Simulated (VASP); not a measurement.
# H3C2N in VASP: a series of runs, part 3 of 3

VASP 6.6.1. The steps go on from the part before.

### Step 5. Single point, PBE

Contents of INCAR:

```
SYSTEM = H3C2N
  ALGO = Normal
  EDIFF = 1E-6
  ENCUT = 520
  GGA = PE
  ISIF = 2
  ISMEAR = -1
  LASPH = .True.
  LCHARG = .True.
  LELF = .True.
  LREAL = Auto
  LVHAR = .True.
  LWAVE = .False.
  NBANDS = 72
  NELM = 80
  PREC = Accurate
  SIGMA = 0.02
```

Contents of KPOINTS:

```
k-points
0
Gamma
  1 1 1
  0 0 0
```

Contents of POSCAR:

```
H3C2N
1.0
    8.0517480000      0.0000000000      0.0000000000
    0.0000000000      8.0517480000      0.0000000000
    0.0000000000      0.0000000000      8.0517480000
C N H
12 6 18
Direct
    0.2555966729      0.5752912287      0.7385725435
    0.3752973888      0.4376813581      0.7410937352
    0.2343217895      0.8278947627      0.3113858009
    0.1646971564      0.8875712454      0.4677742026
    0.7599343646      0.3360885115      0.4634645794
    0.9318349258      0.3867234792      0.4282299943
    0.7116839722      0.9985781969      0.8262553672
    0.8364519108      0.9007236689      0.9171424640
    0.1914242721      0.2181265484      0.0197100058
    0.3394542402      0.1655541132      0.0946129958
    0.6574348825      0.5408142431      0.0529326054
    0.6223493333      0.6499209861      0.1956966363
    0.4828144150      0.3447574365      0.7378646227
    0.1225944975      0.9250786289      0.6011117089
    1.0683642856      0.4161953404      0.3985842577
    0.9275625616      0.8242433817      1.0000188779
    0.4643215361      0.1467134838      0.1671189908
    0.6028007831      0.7315554337      0.3093117172
    0.3066787485      0.6802746435      0.8177603174
    0.2291303702      0.6190457029      0.6143262308
    0.1320707007      0.5444532044      0.7919646765
    0.1456081338      0.8556030318      0.2078927458
    0.3564815988      0.8806783322      0.2895147737
    0.2455491652      0.6922844580      0.3181793568
    0.6772566653      0.4388736458      0.5044618883
    0.7103178093      0.2773931822      0.3492285153
    0.7641694698      0.2518831936      0.5681499222
    0.7569784847      1.0081040788      0.6971529660
    0.5991742414      0.9281959644      0.8258703576
    0.6794922047      1.1130502346      0.8948491682
    0.1675536790      0.1840966707     -0.1164219248
    0.0777719323      0.1710311848      0.0815475099
    0.1779986160      0.3582079320      0.0335827699
    0.7747634427      0.4777099333      0.0809141071
    0.5769057849      0.4275220735      0.0445369130
    0.6838142475      0.6241874435     -0.0460024333
```

The run is started by

```console
$ cat potpaw_PBE.64/C/POTCAR potpaw_PBE.64/N/POTCAR potpaw_PBE.64/H/POTCAR > POTCAR
$ mpirun -np 1 vasp_gam > vasp.out
```

It took 2.5 min on 1 thread of Intel Xeon 8259CL, shared host; peak memory 0.47 GiB.

Results (log left out):

* Free energy: -220.2652 eV
* Pressure: 0.7 GPa
* Largest force: 4.101 eV/Å
* Band gap on the k mesh: 6.04 eV

Forces in eV/Å, atoms in the order of the input:
```
C    0.144  0.179  1.386
C   -2.249  2.455 -0.325
C   -1.230  0.078 -0.149
C    0.539 -0.225 -0.211
C    0.405  0.670 -0.421
C   -2.415 -0.432  0.519
C    1.218 -0.383  0.337
C   -0.336  0.406  0.319
C   -2.823  1.168 -1.623
C    1.744  0.039  0.889
C    0.154 -0.880  2.117
C    0.581 -2.834 -2.907
N    1.733 -1.864  0.095
N   -0.283  0.288  0.000
N    1.853  0.521 -0.455
N    0.037  0.118 -0.296
N   -0.448 -0.143 -0.509
N   -0.452  2.026  2.771
H   -0.377 -0.713 -0.726
H    0.244  0.050 -0.381
H    0.476 -0.163 -0.040
H    0.459 -0.091  0.379
H    0.159  0.200 -0.003
H   -0.021 -0.089  0.038
H    0.499 -0.171 -0.418
H   -0.140 -0.058  0.507
H   -0.142 -0.558  0.127
H   -0.252  0.505  0.229
H   -0.931 -0.608 -0.174
H    0.401  0.005 -0.507
H    0.799  0.187  1.177
H    0.414 -0.176  0.222
H    0.315 -1.025 -0.162
H    0.498  0.279  0.091
H   -0.272  1.232 -0.458
H   -0.298  0.009 -1.438
```

Stress tensor (GPa, compression positive):
```
 1.17  0.04 -0.41
 0.04  0.35 -0.80
-0.41 -0.80  0.62
```

Levels at points of the mesh, in eV from the valence-band top:
```tsv
k point	band 45	band 46	band 47	band 48	band 49	band 50	band 51	band 52
(0.00, 0.00, 0.00)	-0.37	-0.32	-0.02	0.00	6.04	6.63	6.77	6.93
```

Caveat: the k points lie up to 0.78 Å⁻¹ apart; the atoms stand as in a frame of molecular dynamics.

### Step 6. Single point, PBE

Contents of INCAR:

```
SYSTEM = H3C2N
PREC = Accurate
ENCUT = 520
EDIFF = 1E-6
ISMEAR = -1
SIGMA = 0.02
LREAL = Auto
LASPH = .True.
NELM = 100
ALGO = Normal
ISIF = 2
LWAVE = .False.
LCHARG = .False.
GGA = PE
NBANDS = 72
```

Contents of KPOINTS:

```
regular mesh
0
Gamma
  1 1 1
  0 0 0
```

Contents of POSCAR:

```
H3C2N
1.0
    8.0517480000      0.0000000000      0.0000000000
    0.0000000000      8.0517480000      0.0000000000
    0.0000000000      0.0000000000      8.0517480000
C N H
12 6 18
Direct
    0.2333157968      0.5524390480      0.7265751487
    0.3550160785      0.4241439250      0.7358650569
    0.2036948995      0.7860901757      0.3374919334
    0.1637408424      0.8912226264      0.4788028637
    0.7557240987      0.3060080867      0.4448847629
    0.9244824850      0.3581334140      0.4326141355
    0.7646414170      1.0007888970      0.8133140779
    0.8619743191      0.8968487340      0.9265814082
    0.1671935088      0.1960692262      0.0231254133
    0.3129630982      0.1998323842      0.1263700752
    0.6637192321      0.5551341150      0.0299562281
    0.6288820763      0.6475364107      0.1738752877
    0.4754868135      0.3401000627      0.7441241330
    0.1377340672      0.9791786827      0.5902445034
    1.0582670993      0.4045208568      0.3979881139
    0.9632442545      0.8434566010      1.0142518122
    0.4341169147      0.2014717798      0.2017201731
    0.6423449914      0.7397524115      0.2888316922
    0.2777160934      0.6587389471      0.7988824290
    0.2042289451      0.5849288875      0.5926042395
    0.1123482752      0.5235012323      0.7871831061
    0.0944639599      0.7826499289      0.2513615677
    0.3127271246      0.8389979418      0.2818642610
    0.2254541498      0.6576460167      0.3773466333
    0.6735804449      0.3991928212      0.5108083363
    0.7046544427      0.2975254566      0.3174465967
    0.7512654395      0.1878598287      0.5044618883
    0.7330954719      0.9212657922      0.7063186776
    0.6606515753      1.0578324110      0.8761824141
    0.8332724770      1.1086288344      0.7757445961
    0.1955848593      0.1934486772     -0.1130934550
    0.0907132215      0.0786909873      0.0393827527
    0.0798708554      0.3024436433      0.0666066549
    0.7946100648      0.5187693405      0.0369360790
    0.6009254140      0.4360543822     -0.0072034048
    0.6604777000      0.6368927592     -0.0785046924
```

Potentials or basis: VASP PAW PBE potentials, release 64 (C, N, H).

The run is started by

```console
$ cat potpaw_PBE.64/C/POTCAR potpaw_PBE.64/N/POTCAR potpaw_PBE.64/H/POTCAR > POTCAR
$ mpirun -np 1 vasp_gam > vasp.out
```

Run time: 2.2 min. Hardware: 1 thread of Intel Xeon 8259CL, shared host; peak memory 0.47 GiB.

The run converged. Its results:

```
Free energy            : -220.1260 eV
Pressure               : 0.1 GPa
Largest force          : 3.902 eV/Å
Band gap on the k mesh : 5.81 eV
```

Forces in eV/Å, atoms in the order of the input:
```
C   -1.420  0.591 -0.457
C    2.328 -1.216  0.036
C   -1.326  0.016  0.350
C    0.129 -0.285 -0.343
C   -1.069  1.327 -0.239
C    1.337  0.835 -0.817
C   -0.058 -1.281  0.326
C    0.142  1.533 -0.528
C   -2.011  0.075  0.109
C   -1.452 -0.278 -1.337
C    0.497 -1.629 -1.929
C    0.455  2.214  3.181
N   -1.802  0.835 -0.081
N   -0.226  0.241  0.438
N   -0.672 -0.308  0.451
N    0.037 -0.783  0.259
N    1.731  0.075  1.085
N   -0.786 -1.694 -1.785
H    0.182  0.321 -0.256
H    0.353 -0.235  1.238
H    0.417 -0.313 -0.290
H    0.698  0.142  0.237
H    0.632  0.099 -0.597
H    0.142  0.022 -0.111
H    0.741 -0.748 -0.268
H   -0.006 -0.277  0.300
H   -0.388 -0.925  0.412
H   -0.348  0.508 -0.030
H   -0.897 -0.338  0.181
H    0.977  0.294 -0.453
H    0.014  0.437  0.733
H    0.800  0.738  0.279
H    1.053 -1.034 -0.825
H    0.333  0.033  0.160
H   -0.291  0.908  0.764
H   -0.248  0.100 -0.197
```

Stress tensor (GPa, compression positive):
```
 0.79  0.81  0.05
 0.81 -0.44 -1.22
 0.05 -1.22  0.07
```

Levels at points of the mesh, in eV from the valence-band top:
| k point | band 45 | band 46 | band 47 | band 48 | band 49 | band 50 | band 51 | band 52 |
| --- | --- | --- | --- | --- | --- | --- | --- | --- |
| (0.00, 0.00, 0.00) | -0.20 | -0.17 | -0.08 | 0.00 | 5.81 | 6.26 | 6.47 | 6.57 |

Caveat: the k points lie up to 0.78 Å⁻¹ apart; the atoms stand as in a frame of molecular dynamics.

### Step 7. Single point, PBE

Contents of INCAR:

```
PREC = Accurate
ENCUT = 520
EDIFF = 1E-6
ISMEAR = -1
SIGMA = 0.02
LREAL = Auto
LASPH = T
NELM = 60
ALGO = Normal
ISIF = 2
LWAVE = F
LCHARG = F
GGA = PE
NBANDS = 72
```

Contents of KPOINTS:

```
regular mesh
0
Gamma
  1 1 1
```

Contents of POSCAR:

```
H3C2N
1.0
    8.0517480000      0.0000000000      0.0000000000
    0.0000000000      8.0517480000      0.0000000000
    0.0000000000      0.0000000000      8.0517480000
C N H
12 6 18
Direct
    0.2072220839      0.5256746734      0.7516256097
    0.3570280640      0.4238582728      0.7413048695
    0.1866799607      0.8032914095      0.3572516179
    0.1603626939      0.9193283247      0.4886640764
    0.7522962716      0.2537088841      0.4233490666
    0.9113921598      0.3282641235      0.3987457134
    0.7989942060      1.0018073094      0.7892820292
    0.8890616050      0.9022761269      0.9101750328
    0.1528860565      0.1730555899      0.0648430626
    0.2985562886      0.2403080673      0.1477815749
    0.6726986488      0.5466142259      0.0284410292
    0.6796039816      0.6595834842      0.1773527935
    0.4630671501      0.3298786798      0.7384731862
    0.1319589237      1.0154813588      0.5920701940
    1.0340735950      0.3980750515      0.3804267098
    0.9777504214      0.8198964995      0.9902694421
    0.4293726033      0.2669855043      0.2046760530
    0.6592481533      0.7379391407      0.2930046991
    0.2362344177      0.6529886430      0.7178317056
    0.1080510716      0.4706307252      0.6630734096
    0.1625485547      0.5234639733      0.8841185790
    0.1099512801      0.8313350095      0.2443817169
    0.3164902826      0.8044340186      0.3199926277
    0.1478933519      0.6765611641      0.3917782822
    0.6903718298      0.2917751524      0.5424287993
    0.6594220286      0.2924954929      0.3295806078
    0.7573262352      0.1203216991      0.4102090627
    0.6707115026      0.9575684684      0.7751360326
    0.7914182113      1.1339649477      0.8244172570
    0.8510077563      0.9918343197      0.6695564739
    0.1971497369      0.1346788300     -0.0576272382
    0.1164591838      0.0598627776      0.1428385488
    0.0541000538      0.2770578513      0.0797839177
    0.7820165261      0.5772411158     -0.0455553254
    0.6376503587      0.4167418056      0.0610550653
    0.5604745702      0.5764710967     -0.0471450423
```

The run is started by

```console
$ cat potpaw_PBE.64/C/POTCAR potpaw_PBE.64/N/POTCAR potpaw_PBE.64/H/POTCAR > POTCAR
$ mpirun -np 1 vasp_gam > vasp.out
```

Wall time 1.9 min (1 thread of Intel Xeon 8259CL, shared host); peak memory 0.47 GiB.

The run converged. Its results:

```
Free energy            : -220.2711 eV
Pressure               : 0.8 GPa
Largest force          : 5.112 eV/Å
Band gap on the k mesh : 6.18 eV
```

Forces on the atoms (eV/Å):
```
C   -0.734 -1.028 -0.013
C   -2.842  1.676  0.039
C   -0.467 -0.475 -0.962
C   -0.239 -0.074 -0.281
C   -1.215  0.427  0.273
C   -2.073 -0.678  0.441
C   -1.284  0.126  1.436
C    0.534  0.012 -0.619
C   -0.590  0.739  1.969
C    0.973 -0.596  0.109
C   -0.949  1.067  0.747
C   -0.533 -3.318 -3.852
N    2.510 -1.814 -0.116
N    0.033  0.461  0.640
N    2.197  1.189 -0.352
N   -0.403  0.167 -0.036
N   -0.563  0.301 -0.173
N   -0.176  2.211  3.018
H   -0.128  0.358 -0.108
H    1.132  0.693  0.986
H    0.126  0.108 -0.830
H    0.270  0.033  0.568
H    0.410 -0.138 -0.059
H    0.185  0.031  0.103
H    0.601 -0.336 -0.387
H    0.349  0.099 -0.037
H    0.091 -0.660  0.218
H   -0.132 -0.013  0.277
H    0.096 -0.206  0.063
H    1.009 -0.127 -1.173
H   -0.640  0.112 -0.372
H    0.044  1.120 -0.980
H    0.804 -1.536 -0.779
H    0.165 -0.750 -0.164
H    0.974  0.358  0.131
H    0.467  0.461  0.272
```

Stress tensor (GPa, compression positive):
```
 1.13 -0.20 -0.78
-0.20  0.63  0.23
-0.78  0.23  0.74
```

Levels at points of the mesh, in eV from the valence-band top:
| k point | band 44 | band 45 | band 46 | band 47 | band 48 | band 49 | band 50 | band 51 | band 52 | band 53 |
| --- | --- | --- | --- | --- | --- | --- | --- | --- | --- | --- |
| (0.00, 0.00, 0.00) | -0.30 | -0.25 | -0.24 | -0.19 | 0.00 | 6.18 | 6.59 | 6.72 | 6.91 | 7.04 |

Caveat: the k points lie up to 0.78 Å⁻¹ apart; the atoms stand as in a frame of molecular dynamics.

### Step 8. Overview

```csv
cell,gap on the mesh (eV),pressure (GPa),largest force (eV/Å)
"as given, atomic positions A",6.24,0.6,2.99
"as given, atomic positions B",5.70,0.1,3.29
"as given, atomic positions C",5.91,0.1,3.63
"as given, atomic positions D",6.04,0.7,4.10
"as given, atomic positions E",5.81,0.1,3.90
"as given, atomic positions F",6.18,0.8,5.11
```

Alike in all rows: task single point; level PBE; potentials or basis VASP PAW PBE potentials, release 64 (C, N, H); no spin polarisation; k mesh 1 × 1 × 1; cutoff (eV) 520; smearing fermi-dirac 0.02 eV.

Caveats: all runs use coarse meshes; the atoms stand as in a frame of molecular dynamics (at least some runs).

Absolute energies hang on the potentials; compare differences alone.
